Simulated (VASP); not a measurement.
# CO2 (Pbca) in VASP: a series of runs, part 2 of 2

VASP 6.6.1. The steps go on from the part before.

## 5. Single point, PBE (17.93 Å³/atom)

Input file INCAR:

```
PREC = Accurate
ENCUT = 520
EDIFF = 1E-6
ISMEAR = 0
SIGMA = 0.05
LREAL = False
LASPH = True
NELM = 60
ALGO = Normal
ISIF = 2
LWAVE = False
LCHARG = False
GGA = PE
NBANDS = 44
```

Input file KPOINTS:

```
Automatic mesh
0
Gamma
  4 4 4
```

Input file POSCAR:

```
CO2
1.0
    5.8497032775      0.0000000000      0.0000000000
    0.0000000000      5.8497032775      0.0000000000
    0.0000000000      0.0000000000      6.2884310233
C O
4 8
Direct
    0.0000000000      0.0000000000      0.0000000000
    0.5000000000      0.0000000000      0.5000000000
    0.5000000000      0.5000000000      0.0000000000
    0.0000000000      0.5000000000      0.5000000000
    0.1114834447      0.1114834447      0.1114834447
    0.3885165553      0.8885165553      0.6114834447
    0.6114834447      0.3885165553      0.8885165553
    0.8885165553      0.6114834447      0.3885165553
    0.8885165553      0.8885165553      0.8885165553
    0.6114834447      0.1114834447      0.3885165553
    0.3885165553      0.6114834447      0.1114834447
    0.1114834447      0.3885165553      0.6114834447
```

Potentials or basis: VASP PAW PBE potentials, release 64 (C, O).

Launch:

```bash
> cat potpaw_PBE.64/C/POTCAR potpaw_PBE.64/O/POTCAR > POTCAR
> mpirun -np 1 vasp_std > vasp.out
```

OUTCAR:

```text
PREC = Accurate
   ENCUT = 520
   EDIFF = 1E-6
   ISMEAR = 0
   LREAL = False
   LASPH = True
   NELM = 60
   ISIF = 2
   GGA = PE

 ion  position               nearest neighbor table
   1  0.000  0.000  0.000-   5 1.16   9 1.16
   2  0.500  0.000  0.500-   6 1.16  10 1.16
   3  0.500  0.500  0.000-   7 1.16  11 1.16
   4  0.000  0.500  0.500-   8 1.16  12 1.16
   5  0.111  0.111  0.111-   1 1.16
   6  0.389  0.889  0.611-   2 1.16
   7  0.611  0.389  0.889-   3 1.16
   8  0.889  0.611  0.389-   4 1.16
   9  0.889  0.889  0.889-   1 1.16
  10  0.611  0.111  0.389-   2 1.16
  11  0.389  0.611  0.111-   3 1.16
  12  0.111  0.389  0.611-   4 1.16

  LATTYP: Found a simple tetragonal cell.
 ALAT       =     5.8497032775
 C/A-ratio  =     1.0750000000

  Lattice vectors:

 A1 = (   5.8497032775,   0.0000000000,   0.0000000000)
 A2 = (   0.0000000000,   5.8497032775,   0.0000000000)
 A3 = (   0.0000000000,   0.0000000000,   6.2884310233)

Analysis of symmetry for initial positions (statically):
=====================================================================
 Subroutine PRICEL returns:
 Original cell was already a primitive cell.

 Routine SETGRP: Setting up the symmetry group for a
 simple tetragonal supercell.

 Subroutine GETGRP returns: Found  8 space group operations
 (whereof  2 operations were pure point group operations)
 out of a pool of 16 trial point group operations.

The static configuration has the point symmetry S_2 .
 The point group associated with its full space group is D_2h.

Analysis of symmetry for dynamics (positions and initial velocities):
=====================================================================
 Subroutine PRICEL returns:
 Original cell was already a primitive cell.

 Routine SETGRP: Setting up the symmetry group for a
 simple tetragonal supercell.

 Subroutine GETGRP returns: Found  8 space group operations
 (whereof  2 operations were pure point group operations)
 out of a pool of 16 trial point group operations.

The dynamic configuration has the point symmetry S_2 .
 The point group associated with its full space group is D_2h.

 Subroutine INISYM returns: Found  8 space group operations
 (whereof  2 operations are pure point group operations),
 and found     1 'primitive' translations

----------------------------------------------------------------------------------------

                                     Primitive cell

  volume of cell :     215.1840

  direct lattice vectors                    reciprocal lattice vectors
     5.849703277  0.000000000  0.000000000     0.170948842  0.000000000  0.000000000
     0.000000000  5.849703277  0.000000000     0.000000000  0.170948842  0.000000000
     0.000000000  0.000000000  6.288431023     0.000000000  0.000000000  0.159022178

  length of vectors
     5.849703277  5.849703277  6.288431023     0.170948842  0.170948842  0.159022178

  position of ions in fractional coordinates (direct lattice)
     0.000000000  0.000000000  0.000000000
     0.500000000  0.000000000  0.500000000
[... 55 lines left out ...]
  0.250000  0.000000  0.000000      2.000000
  0.000000  0.250000  0.000000      2.000000
  0.500000  0.000000  0.000000      1.000000
  0.000000  0.500000  0.000000      1.000000
  0.250000  0.250000  0.000000      4.000000
[... 16 lines left out ...]
  0.000000  0.500000  0.500000      1.000000
  0.250000  0.250000  0.500000      4.000000
 [... further k-points ...]
   k-points           NKPTS =     27   k-points in BZ     NKDIM =     27   number of bands    NBANDS=     44
   number of dos      NEDOS =    301   number of ions     NIONS =     12
   total plane-waves  NPLWV = 110592
   dimension x,y,z NGX =    48 NGY =   48 NGZ =   48
   dimension x,y,z NGXF=    96 NGYF=   96 NGZF=   96
   ions per type =               4   8
   NGX,Y,Z   is equivalent  to a cutoff of  13.64, 13.64, 12.69 a.u.
   NGXF,Y,Z  is equivalent  to a cutoff of  27.28, 27.28, 25.38 a.u.
 SYSTEM =  unknown system
   PREC   = accura    normal or accurate (medium, high low for compatibility)
   ISTART =      0    job   : 0-new  1-cont  2-samecut
   ICHARG =      2    charge: 1-file 2-atom 10-const
   ISPIN  =      1    spin polarized calculation?
   LNONCOLLINEAR =      F non collinear calculations
   LSORBIT =      F    spin-orbit coupling
   LASPH  =      T    aspherical Exc in radial PAW
   ENCUT  =  520.0 eV  38.22 Ry    6.18 a.u.  10.88 10.88 11.69*2*pi/ulx,y,z
   NELM   =     60;   NELMIN=  2; NELMDL= -5     # of ELM steps
   EDIFF  = 0.1E-05   stopping-criterion for ELM
   LREAL  =      F    real-space projection
   EDIFFG = 0.1E-04   stopping-criterion for IOM
   NSW    =      0    number of steps for IOM
   IBRION =     -1    ionic relax: 0-MD 1-quasi-New 2-CG
   NFREE  =      0    steps in history (QN), initial steepest desc. (CG)
   ISIF   =      2    stress and relaxation
   ISYM   =      2    0-nonsym 1-usesym 2-fastsym
   POTIM  = 0.5000    time-step for ionic-motion
   TEBEG  =    0.0;   TEEND  =   0.0 temperature during run
   PSTRESS=    0.0 pullay stress
   NELECT =      64.0000    total number of electrons
   NUPDOWN=      -1.0000    fix difference up-down
   EMIN   =  10.00;   EMAX   =-10.00  energy-range for DOS
   EFERMI =   0.00;   METHOD = LEGACY
   ISMEAR =     0;   SIGMA  =   0.05  broadening in eV -4-tet -1-fermi 0-gaus
   EFERMI_NEDOS =   21; number of points for ismear=-14 and -15
   IALGO  =     38    algorithm
   IMIX   =      4    mixing-type and parameters
     AMIX     =   0.40;   BMIX     =  1.00
     AMIX_MAG =   1.60;   BMIX_MAG =  1.00
  volume/ion in A,a.u.               =      17.93       121.01
  Fermi-wavevector in a.u.,A,eV,Ry     =   1.092777  2.065049 16.247551  1.194161
  Thomas-Fermi vector in A             =   2.229049
   LORBIT       =      0    0 simple, 1 ext, 2 COOP (PROOUT), +10 PAW based schemes
   GGA     = PE    functional components
   LHFCALC =     F    Hartree Fock is set to
   AEXX    =    0.0000 exact exchange contribution
   IVDW    =     0    specifies the selected vdW correction
   LEPSILON=     F    determine dielectric tensor
   LRPA    =     F    only Hartree local field effects (RPA)
 non-spin polarized calculation
 Gauss-broadening in eV      SIGMA  =   0.05
  energy-cutoff  :      520.00
  volume of cell :      215.18
 maximum number of plane-waves:      5864
 NGX is ok and might be reduce to    48
   NGX = 21   NGY = 21   NGZ = 23

 number of electron      64.0000006 magnetization

 Free energy of the ion-electron system (eV)
  ---------------------------------------------------
  ext. energy  EPLUGINS =         0.00000000
  ---------------------------------------------------
  free energy    TOTEN  =       -92.14564851 eV

  energy without entropy =      -92.14564851  energy(sigma->0) =      -92.14564851

 E-fermi :  -4.3458     XC(G=0):  -6.9886

 val. band max:       -4.6574340798   @ k =   0.0000   0.0000   0.0000
 cond. band min:       2.0108011608   @ k =   0.0000   0.0000   0.0000
 fundamental gap:      6.6682352406
 Fermi energy:        -4.3457783630

 k-point     1 :       0.0000    0.0000    0.0000
  band No.  band energies     occupation
      1     -25.2133      2.00000
      2     -25.1302      2.00000
      3     -25.1139      2.00000
      4     -25.1122      2.00000
      5     -24.1606      2.00000
      6     -24.1483      2.00000
[... 1117 lines left out ...]
     43       5.4721      0.00000
     44       5.4721      0.00000

 [... further k-points ...]
[... 5 lines left out ...]
  --------------------------------------------------------------------------------------
  -------------------------------------------------------------------------------------
  Total        5.4083102      5.4486854      5.9059473      0.0000000      0.0000000      0.0000000
  in kB       40.2681981     40.5688162     43.9734132      0.0000000      0.0000000      0.0000000
  external PRESSURE =      41.6034758 kB  Pullay stress =       0.0000000 kB

 VOLUME and BASIS-vectors are now :
 -----------------------------------------------------------------------------
  energy-cutoff  :      520.00
  volume of cell :      215.18
      direct lattice vectors                 reciprocal lattice vectors
     5.849703277  0.000000000  0.000000000     0.170948842  0.000000000  0.000000000
     0.000000000  5.849703277  0.000000000     0.000000000  0.170948842  0.000000000
     0.000000000  0.000000000  6.288431023     0.000000000  0.000000000  0.159022178

 POSITION                                       TOTAL-FORCE (eV/Angst)
 -----------------------------------------------------------------------------------
      0.00000      0.00000      0.00000        -0.000000      0.000000      0.000000
      2.92485      0.00000      3.14422        -0.000000      0.000000      0.000000
      2.92485      2.92485      0.00000        -0.000000      0.000000      0.000000
      0.00000      2.92485      3.14422        -0.000000      0.000000      0.000000
      0.65215      0.65215      0.70106         1.053321      1.064323      1.125314
      2.27271      5.19756      3.84527        -1.053321     -1.064323      1.125314
      3.57700      2.27271      5.58738         1.053321     -1.064323     -1.125314
      5.19756      3.57700      2.44316        -1.053321      1.064323     -1.125314
      5.19756      5.19756      5.58738        -1.053321     -1.064323     -1.125314
      3.57700      0.65215      2.44316         1.053321      1.064323     -1.125314
      2.27271      3.57700      0.70106        -1.053321      1.064323      1.125314
      0.65215      2.27271      3.84527         1.053321     -1.064323      1.125314
 -----------------------------------------------------------------------------------
    total drift:                               -0.000000      0.000000      0.000000

  FREE ENERGIE OF THE ION-ELECTRON SYSTEM (eV)
  ---------------------------------------------------
  free  energy   TOTEN  =       -92.1456485126 eV

  energy  without entropy=      -92.1456485126  energy(sigma->0) =      -92.14564851
```

Run time: 1.7 min. Hardware: 1 thread of Intel Xeon Platinum 8559C (Emerald Rapids), shared host; peak memory 0.41 GiB.

Results:

- Free energy: -92.1456 eV
- Pressure: 4.2 GPa
- Largest force: 1.873 eV/Å
- Band gap on the k mesh: 6.67 eV

Forces in eV/Å, atoms in the order of the input:
```
C    0.000  0.000  0.000
C    0.000  0.000  0.000
C    0.000  0.000  0.000
C    0.000  0.000  0.000
O    1.053  1.064  1.125
O   -1.053 -1.064  1.125
O    1.053 -1.064 -1.125
O   -1.053  1.064 -1.125
O   -1.053 -1.064 -1.125
O    1.053  1.064 -1.125
O   -1.053  1.064  1.125
O    1.053 -1.064  1.125
```

Caveat: the cell stands under pressure; this functional lacks dispersion, which holds the molecules together, so the pressure and a relaxed volume are unreliable; forces of over 1 eV/Å act on the atoms, so gaps and moduli don't describe the material at rest.

## 6. The runs side by side

| cell | gap on the mesh (eV) | pressure (GPa) | largest force (eV/Å) |
| --- | --- | --- | --- |
| a = 5.803, b = 5.803, c = 6.391 Å, 12 atoms | 6.64 | 3.9 | 1.75 |
| a = 5.897, b = 5.897, c = 6.188 Å, 12 atoms | 6.69 | 4.3 | 1.96 |
| a = 6.090, b = 6.090, c = 5.803 Å, 12 atoms | 6.69 | 4.3 | 1.96 |
| a = 5.850, b = 5.850, c = 6.288 Å, 12 atoms | 6.67 | 4.2 | 1.87 |

Alike in all rows: task single point; level PBE; potentials or basis VASP PAW PBE potentials, release 64 (C, O); no spin polarisation; k mesh 4 × 4 × 4; cutoff (eV) 520; smearing gaussian 0.05 eV.

Caveats: the cell stands under pressure; this functional lacks dispersion, which holds the molecules together, so the pressure and a relaxed volume are unreliable; forces of over 1 eV/Å act on the atoms, so gaps and moduli don't describe the material at rest.

Total energies depend on the potentials used, so only differences within one code and one set of settings carry meaning.
